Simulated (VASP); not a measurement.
# CoPt2O2 in VASP: settings compared

Aim: see how the results for CoPt2O2 move with the level of theory and the settings. Levels: PBEsol, PBE. Tasks: single point.

All numbers are computed with VASP 6.6.1; they aren't measurements. Logs are shortened: lines on timing, memory, paths and dates and some standing lists are left out, and cuts for length are marked.

## Step 1: The cell of the first run

The cell holds a slab with vacuum, 5 atoms: a = 2.810 Å, b = 2.810 Å, c = 20.899 Å, α = 90.00°, β = 90.00°, γ = 120.00°.

## Step 2: Single point, PBEsol

Input file INCAR:

```
SYSTEM = CoPt2O2
  PREC = Accurate
  ENCUT = 520
  EDIFF = 1E-6
  ISMEAR = 0
  SIGMA = 0.1
  LREAL = .False.
  LASPH = .True.
  NELM = 80
  ALGO = Normal
  ISIF = 2
  LWAVE = .False.
  LCHARG = .False.
  LDIPOL = .True.
  IDIPOL = 3
  DIPOL = 0.5 0.5 0.500
  GGA = PS
  NBANDS = 28
```

Input file KPOINTS:

```
Automatic mesh
0
Gamma
  12 12 1
  0 0 0
```

Input file POSCAR:

```
CoPt2O2
1.0
    2.8101831225      0.0000000000      0.0000000000
   -1.4050915612      2.4336899733      0.0000000000
    0.0000000000      0.0000000000     20.8988731690
Pt O Co
2 2 1
Direct
    0.6666666667      0.3333333333      0.3588710233
    0.3333333333      0.6666666667      0.6411289767
    0.6666666667      0.3333333333      0.4539101518
    0.3333333333      0.6666666667      0.5460898482
    0.0000000000      0.0000000000      0.5000000000
```

Potentials or basis: VASP PAW PBE potentials, release 64 (Pt, O, Co).

On the command line:

```bash
cat potpaw_PBE.64/Pt/POTCAR potpaw_PBE.64/O/POTCAR potpaw_PBE.64/Co/POTCAR > POTCAR
mpirun -np 1 vasp_std > vasp.out
```

OUTCAR:

```text
SYSTEM = CoPt2O2
   PREC = Accurate
   ENCUT = 520
   EDIFF = 1E-6
   ISMEAR = 0
   LREAL = .False.
   LASPH = .True.
   NELM = 80
   ISIF = 2
   GGA = PS

 ion  position               nearest neighbor table
   1  0.667  0.333  0.359-   3 1.99
   2  0.333  0.667  0.641-   4 1.99
   3  0.667  0.333  0.454-   5 1.89   5 1.89   5 1.89   1 1.99
   4  0.333  0.667  0.546-   5 1.89   5 1.89   5 1.89   2 1.99
   5  0.000  0.000  0.500-   3 1.89   4 1.89   4 1.89   3 1.89   3 1.89   4 1.89

  LATTYP: Found a hexagonal cell.
 ALAT       =     2.8101831225
 C/A-ratio  =     7.4368367676

  Lattice vectors:

 A1 = (   2.8101831225,   0.0000000000,   0.0000000000)
 A2 = (  -1.4050915612,   2.4336899733,   0.0000000000)
 A3 = (   0.0000000000,   0.0000000000,  20.8988731690)

Analysis of symmetry for initial positions (statically):
=====================================================================
 Subroutine PRICEL returns:
 Original cell was already a primitive cell.

 Routine SETGRP: Setting up the symmetry group for a
 hexagonal supercell.

 Subroutine GETGRP returns: Found 12 space group operations
 (whereof 12 operations were pure point group operations)
 out of a pool of 24 trial point group operations.

The static configuration has the point symmetry D_3d.

Analysis of symmetry for dynamics (positions and initial velocities):
=====================================================================
 Subroutine PRICEL returns:
 Original cell was already a primitive cell.

 Routine SETGRP: Setting up the symmetry group for a
 hexagonal supercell.

 Subroutine GETGRP returns: Found 12 space group operations
 (whereof 12 operations were pure point group operations)
 out of a pool of 24 trial point group operations.

The dynamic configuration has the point symmetry D_3d.

 Subroutine INISYM returns: Found 12 space group operations
 (whereof 12 operations are pure point group operations),
 and found     1 'primitive' translations

----------------------------------------------------------------------------------------

                                     Primitive cell

  volume of cell :     142.9298

  direct lattice vectors                    reciprocal lattice vectors
     2.810183122  0.000000000  0.000000000     0.355848696  0.205449340  0.000000000
    -1.405091561  2.433689973  0.000000000     0.000000000  0.410898681  0.000000000
     0.000000000  0.000000000 20.898873169     0.000000000  0.000000000  0.047849470

  length of vectors
     2.810183122  2.810183122 20.898873169     0.410898681  0.410898681  0.047849470

  position of ions in fractional coordinates (direct lattice)
     0.666666667  0.333333333  0.358871023
     0.333333333  0.666666667  0.641128977
     0.666666667  0.333333333  0.453910152
     0.333333333  0.666666667  0.546089848
     0.000000000  0.000000000  0.500000000

  ion indices of the primitive-cell ions
   primitive index   ion index
                 1           1
                 2           2
                 3           3
                 4           4
                 5           5

----------------------------------------------------------------------------------------

 KPOINTS: Automatic mesh

Automatic generation of k-mesh.
 Grid dimensions read from file:
 generate k-points for:   12   12    1

 Generating k-lattice:

  Cartesian coordinates                     Fractional coordinates (reciprocal lattice)
     0.029654058  0.017120778  0.000000000     0.083333333  0.000000000  0.000000000
     0.000000000  0.034241557  0.000000000     0.000000000  0.083333333  0.000000000
     0.000000000  0.000000000  0.047849470     0.000000000  0.000000000  1.000000000

  Length of vectors
     0.034241557  0.034241557  0.047849470

  Shift w.r.t. Gamma in fractional coordinates (k-lattice)
     0.000000000  0.000000000  0.000000000

 Subroutine IBZKPT returns following result:
 ===========================================

 Found     19 irreducible k-points:

 Following reciprocal coordinates:
            Coordinates               Weight
  0.000000  0.000000  0.000000      1.000000
  0.083333 -0.000000  0.000000      6.000000
  0.166667  0.000000  0.000000      6.000000
  0.250000 -0.000000  0.000000      6.000000
  0.333333  0.000000  0.000000      6.000000
  0.416667  0.000000  0.000000      6.000000
[... 11 lines left out ...]
  0.333333  0.250000  0.000000     12.000000
  0.333333  0.333333  0.000000      2.000000
   k-points           NKPTS =     19   k-points in BZ     NKDIM =     19   number of bands    NBANDS=     28
   number of dos      NEDOS =    301   number of ions     NIONS =      5
   total plane-waves  NPLWV =  92160
   dimension x,y,z NGX =    24 NGY =   24 NGZ =  160
   dimension x,y,z NGXF=    48 NGYF=   48 NGZF=  320
   ions per type =               2   2   1
   NGX,Y,Z   is equivalent  to a cutoff of  14.20, 14.20, 12.73 a.u.
   NGXF,Y,Z  is equivalent  to a cutoff of  28.40, 28.40, 25.46 a.u.
 SYSTEM =  CoPt2O2
   PREC   = accura    normal or accurate (medium, high low for compatibility)
   ISTART =      0    job   : 0-new  1-cont  2-samecut
   ICHARG =      2    charge: 1-file 2-atom 10-const
   ISPIN  =      1    spin polarized calculation?
   LNONCOLLINEAR =      F non collinear calculations
   LSORBIT =      F    spin-orbit coupling
   LASPH  =      T    aspherical Exc in radial PAW
   ENCUT  =  520.0 eV  38.22 Ry    6.18 a.u.   5.23  5.23 38.86*2*pi/ulx,y,z
   NELM   =     80;   NELMIN=  2; NELMDL= -5     # of ELM steps
   EDIFF  = 0.1E-05   stopping-criterion for ELM
   LREAL  =      F    real-space projection
   EDIFFG = 0.1E-04   stopping-criterion for IOM
   NSW    =      0    number of steps for IOM
   IBRION =     -1    ionic relax: 0-MD 1-quasi-New 2-CG
   NFREE  =      0    steps in history (QN), initial steepest desc. (CG)
   ISIF   =      2    stress and relaxation
   ISYM   =      2    0-nonsym 1-usesym 2-fastsym
   POTIM  = 0.5000    time-step for ionic-motion
   TEBEG  =    0.0;   TEEND  =   0.0 temperature during run
   PSTRESS=    0.0 pullay stress
   NELECT =      41.0000    total number of electrons
   NUPDOWN=      -1.0000    fix difference up-down
   EMIN   =  10.00;   EMAX   =-10.00  energy-range for DOS
   EFERMI =   0.00;   METHOD = LEGACY
   ISMEAR =     0;   SIGMA  =   0.10  broadening in eV -4-tet -1-fermi 0-gaus
   EFERMI_NEDOS =   21; number of points for ismear=-14 and -15
   IALGO  =     38    algorithm
   IMIX   =      4    mixing-type and parameters
     AMIX     =   0.40;   BMIX     =  1.00
     AMIX_MAG =   1.60;   BMIX_MAG =  1.00
  volume/ion in A,a.u.               =      28.59       192.91
  Fermi-wavevector in a.u.,A,eV,Ry     =   1.079680  2.040300 15.860443  1.165710
  Thomas-Fermi vector in A             =   2.215652
   LORBIT       =      0    0 simple, 1 ext, 2 COOP (PROOUT), +10 PAW based schemes
   GGA     = PS    functional components
   LHFCALC =     F    Hartree Fock is set to
   AEXX    =    0.0000 exact exchange contribution
   IVDW    =     0    specifies the selected vdW correction
   LEPSILON=     F    determine dielectric tensor
   LRPA    =     F    only Hartree local field effects (RPA)
 non-spin polarized calculation
 Gauss-broadening in eV      SIGMA  =   0.10
  energy-cutoff  :      520.00
  volume of cell :      142.93
 maximum number of plane-waves:      3876
 NGX is ok and might be reduce to    24
   NGX = 11   NGY = 11   NGZ = 77

 dipolmoment           0.000000      0.000000      0.000000 electrons x Angstroem

 number of electron      41.0000004 magnetization

 dipolmoment           0.000000      0.000000     -0.000000 electrons x Angstroem

 Free energy of the ion-electron system (eV)
  ---------------------------------------------------
  ext. energy  EPLUGINS =         0.00000000
  ---------------------------------------------------
  free energy    TOTEN  =       -32.89385187 eV

  energy without entropy =      -32.85877950  energy(sigma->0) =      -32.87631568

 E-fermi :   0.3233     XC(G=0):  -6.0066

 val. band max:        0.3170317202   @ k =   0.2500   0.1667   0.0000
 cond. band min:       0.3245715120   @ k =   0.3333   0.1667   0.0000
 fundamental gap:      0.0075397918
 Fermi energy:         0.3232951152

 k-point     1 :       0.0000    0.0000    0.0000
  band No.  band energies     occupation
      1     -21.3195      2.00000
      2     -19.6215      2.00000
      3      -8.8860      2.00000
      4      -6.8211      2.00000
      5      -6.5395      2.00000
      6      -6.2933      2.00000
[... 20 lines left out ...]
     27       5.1853      0.00000
     28       5.6631      0.00000

 k-point     2 :       0.0833   -0.0000    0.0000
  band No.  band energies     occupation
      1     -21.2361      2.00000
      2     -19.6090      2.00000
      3      -8.7835      2.00000
      4      -6.9602      2.00000
      5      -6.3244      2.00000
      6      -6.2529      2.00000
[... 20 lines left out ...]
     27       5.3604      0.00000
     28       5.8755      0.00000

 k-point     3 :       0.1667    0.0000    0.0000
  band No.  band energies     occupation
      1     -20.9995      2.00000
      2     -19.5768      2.00000
      3      -8.5068      2.00000
      4      -7.3523      2.00000
      5      -6.1449      2.00000
      6      -5.8143      2.00000
[... 20 lines left out ...]
     27       5.8368      0.00000
     28       6.5089      0.00000

 k-point     4 :       0.2500   -0.0000    0.0000
  band No.  band energies     occupation
      1     -20.6514      2.00000
      2     -19.5402      2.00000
      3      -8.1496      2.00000
      4      -7.6875      2.00000
      5      -6.0968      2.00000
      6      -6.0080      2.00000
[... 20 lines left out ...]
     27       6.5736      0.00000
     28       7.4903      0.00000

 k-point     5 :       0.3333    0.0000    0.0000
  band No.  band energies     occupation
      1     -20.2602      2.00000
      2     -19.5219      2.00000
      3      -8.0834      2.00000
      4      -7.7227      2.00000
      5      -6.7408      2.00000
      6      -5.8991      2.00000
[... 20 lines left out ...]
     27       7.5265      0.00000
     28       8.7072      0.00000

 k-point     6 :       0.4167    0.0000    0.0000
  band No.  band energies     occupation
      1     -19.9106      2.00000
      2     -19.5521      2.00000
      3      -8.3968      2.00000
      4      -7.6202      2.00000
      5      -6.8012      2.00000
      6      -5.8539      2.00000
[... 308 lines left out ...]
      5      -6.6751      2.00000
      6      -6.3378      2.00000
[... 20 lines left out ...]
     27       5.8639      0.00000
     28      10.3176      0.00000

 k-point    17 :       0.2500    0.2500    0.0000
  band No.  band energies     occupation
      1     -19.8424      2.00000
      2     -19.5057      2.00000
      3      -7.7612      2.00000
      4      -7.7520      2.00000
      5      -6.7904      2.00000
      6      -6.2416      2.00000
[... 20 lines left out ...]
     27       8.5871      0.00000
     28       9.5066      0.00000

 k-point    18 :       0.3333    0.2500    0.0000
  band No.  band energies     occupation
      1     -19.6450      2.00000
      2     -19.5355      2.00000
      3      -7.8465      2.00000
      4      -7.5744      2.00000
      5      -6.7862      2.00000
      6      -6.4128      2.00000
[... 20 lines left out ...]
     27       7.0768      0.00000
     28      10.0850      0.00000

 k-point    19 :       0.3333    0.3333    0.0000
  band No.  band energies     occupation
      1     -19.5595      2.00000
      2     -19.5595      2.00000
      3      -7.5675      2.00000
      4      -7.5675      2.00000
      5      -7.0567      2.00000
      6      -6.3696      2.00000
[... 20 lines left out ...]
     27       7.9889      0.00000
     28       8.0282      0.00000

------------------------ aborting loop because EDIFF is reached ----------------------------------------

 vacuum level on the upper side and lower side of the slab       (xc-potential included)        -0.007        -0.007

  FORCE on cell =-STRESS in cart. coord.  units (eV):
  Direction    XX          YY          ZZ          XY          YZ          ZX
  --------------------------------------------------------------------------------------
  -------------------------------------------------------------------------------------
  Total       -4.1582363     -4.1582363      4.1952625     -0.0000000      0.0000000      0.0000000
  in kB      -46.6119209    -46.6119209     47.0269677     -0.0000000      0.0000000      0.0000000
  external PRESSURE =     -15.3989580 kB  Pullay stress =       0.0000000 kB

 VOLUME and BASIS-vectors are now :
 -----------------------------------------------------------------------------
  energy-cutoff  :      520.00
  volume of cell :      142.93
      direct lattice vectors                 reciprocal lattice vectors
     2.810183122  0.000000000  0.000000000     0.355848696  0.205449340  0.000000000
    -1.405091561  2.433689973  0.000000000     0.000000000  0.410898681  0.000000000
     0.000000000  0.000000000 20.898873169     0.000000000  0.000000000  0.047849470

 POSITION                                       TOTAL-FORCE (eV/Angst)
 -----------------------------------------------------------------------------------
      1.40509      0.81123      7.50000        -0.000000      0.000000     -0.793376
     -0.00000      1.62246     13.39887        -0.000000     -0.000000      0.793376
      1.40509      0.81123      9.48621         0.000000      0.000000      0.254758
     -0.00000      1.62246     11.41266        -0.000000     -0.000000     -0.254758
      0.00000      0.00000     10.44944         0.000000      0.000000      0.000000
 -----------------------------------------------------------------------------------
    total drift:                                0.000000     -0.000000     -0.000000

  FREE ENERGIE OF THE ION-ELECTRON SYSTEM (eV)
  ---------------------------------------------------
  free  energy   TOTEN  =       -32.8938518691 eV

  energy  without entropy=      -32.8587795006  energy(sigma->0) =      -32.87631568

 vacuum level on the upper side and lower side of the slab         5.777         5.777
```

It took 4.3 min on 1 thread of Intel Xeon 8259CL, shared host; peak memory 0.33 GiB.

Results:

| Item | Value |
| --- | --- |
| Free energy | -32.8939 eV |
| Largest force | 0.793 eV/Å |
| Band gap on the k mesh | zero (an odd number of electrons rules out a gap without spin polarisation) |

Forces in eV/Å, atoms in the order of the input:
```
Pt   0.000  0.000 -0.793
Pt   0.000  0.000  0.793
O    0.000  0.000  0.255
O    0.000  0.000 -0.255
Co   0.000  0.000  0.000
```

Caveat: the PAW data sets were made with another functional, which shifts forces and pressure a little; spin-orbit coupling is left out, which moves the levels of the heavy elements; an odd number of electrons without spin polarisation forces a metal; a magnetic or distorted state may lie lower; the run has no spin polarisation, though such a crystal can be magnetic.

## Step 3: Single point, PBEsol

Input file INCAR:

```
SYSTEM = CoPt2O2
ALGO = Normal
DIPOL = 0.5 0.5 0.500
EDIFF = 1E-6
ENCUT = 520
GGA = PS
IDIPOL = 3
ISIF = 2
ISMEAR = 0
LASPH = .TRUE.
LCHARG = .FALSE.
LDIPOL = .TRUE.
LREAL = .FALSE.
LWAVE = .FALSE.
NBANDS = 28
NELM = 80
PREC = Accurate
SIGMA = 0.1
```

Input file KPOINTS:

```
k-points
0
G
  12 12 1
  0 0 0
```

Input file POSCAR:

```
CoPt2O2
1.0
    2.8101831225      0.0000000000      0.0000000000
   -1.4050915612      2.4336899734      0.0000000000
    0.0000000000      0.0000000000     20.8988731690
Pt O Co
2 2 1
Direct
    0.6666666667      0.3333333333      0.3547397339
    0.3333333333      0.6666666667      0.6452602647
    0.6666666667      0.3333333333      0.4529147967
    0.3333333333      0.6666666667      0.5470852039
    0.0000000000      0.0000000000      0.5000000008
```

Potentials or basis: VASP PAW PBE potentials, release 64 (Pt, O, Co).

On the command line:

```bash
cat potpaw_PBE.64/Pt/POTCAR potpaw_PBE.64/O/POTCAR potpaw_PBE.64/Co/POTCAR > POTCAR
mpirun -np 1 vasp_std > vasp.out
```

Wall time 4.1 min (1 thread of Intel Xeon 8259CL, shared host); peak memory 0.33 GiB.

The run converged. Its results:

* Free energy: -32.9561 eV
* Largest force: 0.012 eV/Å
* Band gap on the k mesh: zero (an odd number of electrons rules out a gap without spin polarisation)

Forces in eV/Å, atoms in the order of the input:
```
Pt   0.000  0.000 -0.012
Pt   0.000  0.000  0.012
O    0.000  0.000 -0.002
O    0.000  0.000  0.002
Co   0.000  0.000  0.000
```

Levels at points of the mesh, in eV from the Fermi level:
| k point | band 16 | band 17 | band 18 | band 19 | band 20 | band 21 | band 22 | band 23 | band 24 | band 25 |
| --- | --- | --- | --- | --- | --- | --- | --- | --- | --- | --- |
| (0.00, 0.00, 0.00) | -1.70 | -1.70 | -0.92 | -0.92 | -0.78 | -0.52 | -0.52 | -0.20 | 1.78 | 1.78 |
| (0.50, 0.00, 0.00) | -1.03 | -0.86 | -0.21 | 0.10 | 0.48 | 0.48 | 1.63 | 1.66 | 2.41 | 2.42 |

Caveat: the PAW data sets were made with another functional, which shifts forces and pressure a little; spin-orbit coupling is left out, which moves the levels of the heavy elements; an odd number of electrons without spin polarisation forces a metal; a magnetic or distorted state may lie lower; the run has no spin polarisation, though such a crystal can be magnetic. Spin polarisation is off, so any magnetic state and its effect on volume and gap are missing.

## Step 4: Single point, PBEsol

Input file INCAR:

```
  PREC = Accurate
  ENCUT = 520
  EDIFF = 1E-6
  ISMEAR = -1
  SIGMA = 0.3
  LREAL = F
  LASPH = T
  NELM = 60
  ALGO = Normal
  ISIF = 2
  LWAVE = F
  LCHARG = F
  LDIPOL = T
  IDIPOL = 3
  DIPOL = 0.5 0.5 0.500
  GGA = PS
  NBANDS = 28
```

Input file KPOINTS:

```
Automatic mesh
0
Gamma
  12 12 1
```

Input file POSCAR:

```
CoPt2O2
1.0
    2.8101831225      0.0000000000      0.0000000000
   -1.4050915612      2.4336899733      0.0000000000
    0.0000000000      0.0000000000     20.8988731690
Pt O Co
2 2 1
Direct
    0.6666666667      0.3333333333      0.3588710233
    0.3333333333      0.6666666667      0.6411289767
    0.6666666667      0.3333333333      0.4539101518
    0.3333333333      0.6666666667      0.5460898482
    0.0000000000      0.0000000000      0.5000000000
```

On the command line:

```bash
cat potpaw_PBE.64/Pt/POTCAR potpaw_PBE.64/O/POTCAR potpaw_PBE.64/Co/POTCAR > POTCAR
mpirun -np 1 vasp_std > vasp.out
```

It took 4.3 min on 1 thread of Intel Xeon 8259CL, shared host; peak memory 0.33 GiB.

Results (log left out):

| Quantity | Value |
| --- | --- |
| Free energy | -33.5710 eV |
| Largest force | 1.000 eV/Å |
| Band gap on the k mesh | zero (an odd number of electrons rules out a gap without spin polarisation) |

Forces on the atoms (eV/Å):
```
Pt   0.000  0.000 -1.000
Pt   0.000  0.000  1.000
O    0.000  0.000  0.410
O    0.000  0.000 -0.410
Co   0.000  0.000  0.000
```

Levels at points of the mesh, in eV from the Fermi level:
| k point | band 18 | band 19 | band 20 | band 21 | band 22 | band 23 |
| --- | --- | --- | --- | --- | --- | --- |
| (0.00, 0.00, 0.00) | -1.12 | -1.12 | -0.81 | -0.61 | -0.61 | -0.20 |
| (0.50, 0.00, 0.00) | -0.18 | 0.19 | 0.36 | 0.36 | 1.62 | 1.64 |

Caveat: so wide a smearing shifts energies and pressures; the PAW data sets were made with another functional, which shifts forces and pressure a little; spin-orbit coupling is left out, which moves the levels of the heavy elements; an odd number of electrons without spin polarisation forces a metal; a magnetic or distorted state may lie lower; the run has no spin polarisation, though such a crystal can be magnetic. With open d or f shells a metallic result of PBEsol can be an artefact of self-interaction; +U or a hybrid may open a gap.

(Part 1 of 2 ends here.)

The gap in the log of VASP goes by the Fermi energy; the results here count the filled bands.